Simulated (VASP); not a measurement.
# TiO2 (P4_2/mnm) in VASP: relaxation of cell and atoms with PBE

Aim: the relaxation of cell and atoms of TiO2 with PBE.

All numbers are computed with VASP 6.6.1; they aren't measurements. Logs are shortened: lines on timing, memory, paths and dates and some standing lists are left out, and cuts for length are marked.

## Step 1: The cell of the first run

It takes space group P4_2/mnm (No. 136, tetragonal). Conventional cell: a = 5.038 Å, b = 5.038 Å, c = 3.391 Å, α = 90.00°, β = 90.00°, γ = 90.00°. Ti (site symmetry mmm) has 6 O at 2.18 to 2.19 Å within 2.9 Å. Within 2.9 Å of O (site symmetry m2m) lie 3 Ti at 2.18 to 2.19 Å and 1 O at 2.76 Å.

## Step 2: Relaxation of cell and atoms, PBE

INCAR reads:

```
SYSTEM = TiO2
PREC     = Accurate       ! precision mode
ENCUT    = 600            ! plane-wave cutoff, eV
EDIFF    = 1E-7           ! SCF threshold, eV
ISMEAR   = -1             ! smearing method
SIGMA    = 0.02           ! smearing width, eV
LREAL    = .False.        ! projectors in reciprocal space
LASPH    = .True.         ! aspherical terms in the spheres
NELM     = 80             ! most SCF steps
ALGO     = Normal         ! electronic algorithm
ISIF     = 3              ! what is computed and relaxed
LWAVE    = .False.        ! write WAVECAR
LCHARG   = .False.        ! write CHGCAR
GGA      = PE             ! functional
IBRION   = 2              ! ionic algorithm
NSW      = 80             ! ionic steps
EDIFFG   = -0.005         ! ionic threshold
```

KPOINTS reads:

```
regular mesh
0
Gamma
  6 6 8
  0 0 0
```

POSCAR reads:

```
TiO2
1.0
    5.0377121700      0.0000000000      0.0000000000
    0.0000000000      5.0377121700      0.0000000000
    0.0000000000      0.0000000000      3.3912020300
Ti O
2 4
Direct
    0.5000000000      0.5000000000      0.5000000000
    0.0000000000      0.0000000000      0.0000000000
    0.1940277000      0.8059723000      0.5000000000
    0.8059723000      0.1940277000      0.5000000000
    0.3059723000      0.3059723000      0.0000000000
    0.6940277000      0.6940277000      0.0000000000
```

Potentials or basis: VASP PAW PBE potentials, release 64 (Ti_sv, O).

Started as:

```bash
cat potpaw_PBE.64/Ti_sv/POTCAR potpaw_PBE.64/O/POTCAR > POTCAR
mpirun -np 1 vasp_std > vasp.out
```

OUTCAR:

```text
SYSTEM = TiO2
   PREC = Accurate
   ENCUT = 600
   EDIFF = 1E-7
   ISMEAR = -1
   LREAL = .False.
   LASPH = .True.
   NELM = 80
   ISIF = 3
   GGA = PE
   IBRION = 2
   NSW = 80
   EDIFFG = -0.005

 ion  position               nearest neighbor table
   1  0.500  0.500  0.500-   3 2.18   4 2.18   5 2.19   6 2.19   5 2.19   6 2.19
   2  0.000  0.000  0.000-   5 2.18   6 2.18   3 2.19   4 2.19   3 2.19   4 2.19
   3  0.194  0.806  0.500-   1 2.18   2 2.19   2 2.19
   4  0.806  0.194  0.500-   1 2.18   2 2.19   2 2.19
   5  0.306  0.306  0.000-   2 2.18   1 2.19   1 2.19
   6  0.694  0.694  0.000-   2 2.18   1 2.19   1 2.19

  LATTYP: Found a simple tetragonal cell.
 ALAT       =     5.0377121700
 C/A-ratio  =     0.6731631176

  Lattice vectors:

 A1 = (   5.0377121700,   0.0000000000,   0.0000000000)
 A2 = (   0.0000000000,   5.0377121700,   0.0000000000)
 A3 = (   0.0000000000,   0.0000000000,   3.3912020300)

Analysis of symmetry for initial positions (statically):
=====================================================================
 Subroutine PRICEL returns:
 Original cell was already a primitive cell.

 Routine SETGRP: Setting up the symmetry group for a
 simple tetragonal supercell.

 Subroutine GETGRP returns: Found 16 space group operations
 (whereof  8 operations were pure point group operations)
 out of a pool of 16 trial point group operations.

The static configuration has the point symmetry D_2h.
 The point group associated with its full space group is D_4h.

Analysis of symmetry for dynamics (positions and initial velocities):
=====================================================================
 Subroutine PRICEL returns:
 Original cell was already a primitive cell.

 Routine SETGRP: Setting up the symmetry group for a
 simple tetragonal supercell.

 Subroutine GETGRP returns: Found 16 space group operations
 (whereof  8 operations were pure point group operations)
 out of a pool of 16 trial point group operations.

The dynamic configuration has the point symmetry D_2h.
 The point group associated with its full space group is D_4h.

 Subroutine INISYM returns: Found 16 space group operations
 (whereof  8 operations are pure point group operations),
 and found     1 'primitive' translations

----------------------------------------------------------------------------------------

                                     Primitive cell

  volume of cell :      86.0638

  direct lattice vectors                    reciprocal lattice vectors
     5.037712170  0.000000000  0.000000000     0.198502806  0.000000000  0.000000000
     0.000000000  5.037712170  0.000000000     0.000000000  0.198502806  0.000000000
     0.000000000  0.000000000  3.391202030     0.000000000  0.000000000  0.294880692

  length of vectors
     5.037712170  5.037712170  3.391202030     0.198502806  0.198502806  0.294880692

  position of ions in fractional coordinates (direct lattice)
     0.500000000  0.500000000  0.500000000
     0.000000000  0.000000000  0.000000000
     0.194027700  0.805972300  0.500000000
     0.805972300  0.194027700  0.500000000
     0.305972300  0.305972300  0.000000000
     0.694027700  0.694027700  0.000000000

  ion indices of the primitive-cell ions
   primitive index   ion index
                 1           1
                 2           2
                 3           3
                 4           4
                 5           5
                 6           6

----------------------------------------------------------------------------------------

 KPOINTS: regular mesh

Automatic generation of k-mesh.
 Grid dimensions read from file:
 generate k-points for:    6    6    8

 Generating k-lattice:

  Cartesian coordinates                     Fractional coordinates (reciprocal lattice)
     0.033083801  0.000000000  0.000000000     0.166666667  0.000000000  0.000000000
     0.000000000  0.033083801  0.000000000     0.000000000  0.166666667  0.000000000
     0.000000000  0.000000000  0.036860086     0.000000000  0.000000000  0.125000000

  Length of vectors
     0.033083801  0.033083801  0.036860086

  Shift w.r.t. Gamma in fractional coordinates (k-lattice)
     0.000000000  0.000000000  0.000000000

 Subroutine IBZKPT returns following result:
 ===========================================

 Found     50 irreducible k-points:

 Following reciprocal coordinates:
            Coordinates               Weight
  0.000000  0.000000  0.000000      1.000000
  0.166667  0.000000  0.000000      4.000000
  0.333333  0.000000  0.000000      4.000000
  0.500000  0.000000  0.000000      2.000000
  0.166667  0.166667  0.000000      4.000000
  0.333333  0.166667  0.000000      8.000000
[... 16 lines left out ...]
  0.333333  0.000000  0.250000      8.000000
  0.500000  0.000000  0.250000      4.000000
 [... further k-points ...]
   k-points           NKPTS =     50   k-points in BZ     NKDIM =     50   number of bands    NBANDS=     28
   number of dos      NEDOS =    301   number of ions     NIONS =      6
   total plane-waves  NPLWV =  44800
   dimension x,y,z NGX =    40 NGY =   40 NGZ =   28
   dimension x,y,z NGXF=    80 NGYF=   80 NGZF=   56
   ions per type =               2   4
   NGX,Y,Z   is equivalent  to a cutoff of  13.20, 13.20, 13.73 a.u.
   NGXF,Y,Z  is equivalent  to a cutoff of  26.40, 26.40, 27.45 a.u.
 SYSTEM =  TiO2
   PREC   = accura    normal or accurate (medium, high low for compatibility)
   ISTART =      0    job   : 0-new  1-cont  2-samecut
   ICHARG =      2    charge: 1-file 2-atom 10-const
   ISPIN  =      1    spin polarized calculation?
   LNONCOLLINEAR =      F non collinear calculations
   LSORBIT =      F    spin-orbit coupling
   LASPH  =      T    aspherical Exc in radial PAW
   ENCUT  =  600.0 eV  44.10 Ry    6.64 a.u.  10.06 10.06  6.77*2*pi/ulx,y,z
   NELM   =     80;   NELMIN=  2; NELMDL= -5     # of ELM steps
   EDIFF  = 0.1E-06   stopping-criterion for ELM
   LREAL  =      F    real-space projection
   EDIFFG = -.5E-02   stopping-criterion for IOM
   NSW    =     80    number of steps for IOM
   IBRION =      2    ionic relax: 0-MD 1-quasi-New 2-CG
   NFREE  =      1    steps in history (QN), initial steepest desc. (CG)
   ISIF   =      3    stress and relaxation
   ISYM   =      2    0-nonsym 1-usesym 2-fastsym
   POTIM  = 0.5000    time-step for ionic-motion
   TEBEG  =    0.0;   TEEND  =   0.0 temperature during run
   PSTRESS=    0.0 pullay stress
   NELECT =      48.0000    total number of electrons
   NUPDOWN=      -1.0000    fix difference up-down
   EMIN   =  10.00;   EMAX   =-10.00  energy-range for DOS
   EFERMI =   0.00;   METHOD = LEGACY
   ISMEAR =    -1;   SIGMA  =   0.02  broadening in eV -4-tet -1-fermi 0-gaus
   EFERMI_NEDOS =   21; number of points for ismear=-14 and -15
   IALGO  =     38    algorithm
   IMIX   =      4    mixing-type and parameters
     AMIX     =   0.40;   BMIX     =  1.00
     AMIX_MAG =   1.60;   BMIX_MAG =  1.00
  volume/ion in A,a.u.               =      14.34        96.80
  Fermi-wavevector in a.u.,A,eV,Ry     =   1.347561  2.546521 24.707103  1.815921
  Thomas-Fermi vector in A             =   2.475302
   LORBIT       =      0    0 simple, 1 ext, 2 COOP (PROOUT), +10 PAW based schemes
   GGA     = PE    functional components
   LHFCALC =     F    Hartree Fock is set to
   AEXX    =    0.0000 exact exchange contribution
   IVDW    =     0    specifies the selected vdW correction
   LEPSILON=     F    determine dielectric tensor
   LRPA    =     F    only Hartree local field effects (RPA)
 conjugate gradient relaxation of ions
 non-spin polarized calculation
  energy-cutoff  :      600.00
  volume of cell :       86.06
 maximum number of plane-waves:      2886
   NGX = 21   NGY = 21   NGZ = 13

--------------------------------------- Ionic step        1  -------------------------------------------

 number of electron      47.9999997 magnetization

 Free energy of the ion-electron system (eV)
  ---------------------------------------------------
  ext. energy  EPLUGINS =         0.00000000
  ---------------------------------------------------
  free energy    TOTEN  =       -50.35814880 eV

  energy without entropy =      -50.35814880  energy(sigma->0) =      -50.35814880

 E-fermi :   2.5722     XC(G=0):  -9.8038

 val. band max:        2.0518180354   @ k =   0.0000   0.0000   0.0000
 cond. band min:       3.1458329425   @ k =   0.0000   0.0000   0.0000
 fundamental gap:      1.0940149070
 Fermi energy:         2.5721894717

 k-point     1 :       0.0000    0.0000    0.0000
  band No.  band energies     occupation
      1     -55.9808      2.00000
      2     -55.9778      2.00000
      3     -32.1288      2.00000
      4     -32.1288      2.00000
      5     -32.0639      2.00000
      6     -32.0554      2.00000
[... 733 lines left out ...]
     27       3.7908      0.00000
     28       3.7908      0.00000

 [... further k-points ...]

------------------------ aborting loop because EDIFF is reached ----------------------------------------

  FORCE on cell =-STRESS in cart. coord.  units (eV):
  Direction    XX          YY          ZZ          XY          YZ          ZX
  --------------------------------------------------------------------------------------
  -------------------------------------------------------------------------------------
  Total      -16.2708180    -16.2708180    -24.7864175     -0.0000000      0.0000000      0.0000000
  in kB     -302.9002312   -302.9002312   -461.4280366     -0.0000000      0.0000000      0.0000000
  external PRESSURE =    -355.7428330 kB  Pullay stress =       0.0000000 kB
[... 305 lines left out ...]
  energy  without entropy=      -53.7414721031  energy(sigma->0) =      -53.74147210

--------------------------------------- Ionic step        9  -------------------------------------------

 number of electron      47.9999988 magnetization

 Free energy of the ion-electron system (eV)
  ---------------------------------------------------
  ext. energy  EPLUGINS =         0.00000000
  ---------------------------------------------------
  free energy    TOTEN  =       -53.74172407 eV

  energy without entropy =      -53.74172407  energy(sigma->0) =      -53.74172407

 E-fermi :   5.0535     XC(G=0): -11.2753

 val. band max:        4.5602471279   @ k =   0.0000   0.0000   0.0000
 cond. band min:       6.3857833039   @ k =   0.0000   0.0000   0.0000
 fundamental gap:      1.8255361761
 Fermi energy:         5.0534901614

 k-point     1 :       0.0000    0.0000    0.0000
  band No.  band energies     occupation
      1     -52.4125      2.00000
      2     -52.3978      2.00000
      3     -28.6970      2.00000
      4     -28.6970      2.00000
      5     -28.5485      2.00000
      6     -28.5485      2.00000
[... 733 lines left out ...]
     27       7.6844      0.00000
     28       7.6844      0.00000

 [... further k-points ...]

------------------------ aborting loop because EDIFF is reached ----------------------------------------

  FORCE on cell =-STRESS in cart. coord.  units (eV):
  Direction    XX          YY          ZZ          XY          YZ          ZX
  --------------------------------------------------------------------------------------
  -------------------------------------------------------------------------------------
  Total       -0.0132356     -0.0132356      0.0109854     -0.0000000      0.0000000      0.0000000
  in kB       -0.3312613     -0.3312613      0.2749433     -0.0000000      0.0000000      0.0000000
  external PRESSURE =      -0.1291931 kB  Pullay stress =       0.0000000 kB
[... 21 lines left out ...]
  FREE ENERGIE OF THE ION-ELECTRON SYSTEM (eV)
  ---------------------------------------------------
  free  energy   TOTEN  =       -53.7417240749 eV

  energy  without entropy=      -53.7417240749  energy(sigma->0) =      -53.74172407

 reached required accuracy - stopping structural energy minimisation
```

It took 9 min on 1 thread of Intel Xeon Platinum 8559C (Emerald Rapids), shared host; peak memory 0.29 GiB.

Results:

```
Free energy                           : -53.7417 eV
Relaxed volume                        : 10.67 Å³/atom
Relaxed cell                          : a = 4.645 Å, b = 4.645 Å, c = 2.967 Å, α = 90.00°, β = 90.00°, γ = 90.00°
Space group after relaxing (to 0.1 Å) : P4_2/mnm (No. 136)
Energy gained by relaxing             : 563.9 meV/atom
Ionic steps                           : 9
Pressure after relaxing               : 0.0 GPa
Band gap on the k mesh                : 1.83 eV
```

Step by step:
```tsv
step	energy change (eV)	largest force (eV/Å)	pressure (GPa)	volume (Å³)
1	0.0000	0.5153	-35.57	86.06
2	-0.6892	2.8763	79.00	52.06
3	-3.3629	0.2715	-2.55	64.93
4	-3.3687	0.3273	-0.67	64.41
5	-3.3686	0.3710	0.78	64.02
6	-3.3831	0.0642	0.48	63.91
7	-3.3834	0.0117	0.44	63.89
8	-3.3833	0.0098	-0.53	64.15
9	-3.3836	0.0016	-0.01	64.02
```

Final structure:
```xyz
6
Lattice="4.6446 0.0000 0.0000 0.0000 4.6446 0.0000 0.0000 0.0000 2.9674" Properties=species:S:1:pos:R:3 pbc="T T T"
Ti    2.3223    2.3223    1.4837
Ti    0.0000    0.0000    0.0000
O     0.9057    3.7390    1.4837
O     3.7390    0.9057    1.4837
O     1.4167    1.4167    0.0000
O     3.2280    3.2280    0.0000
```

Caveat: the volume moved by over 15 % at a fixed basis, so the end points are rough.
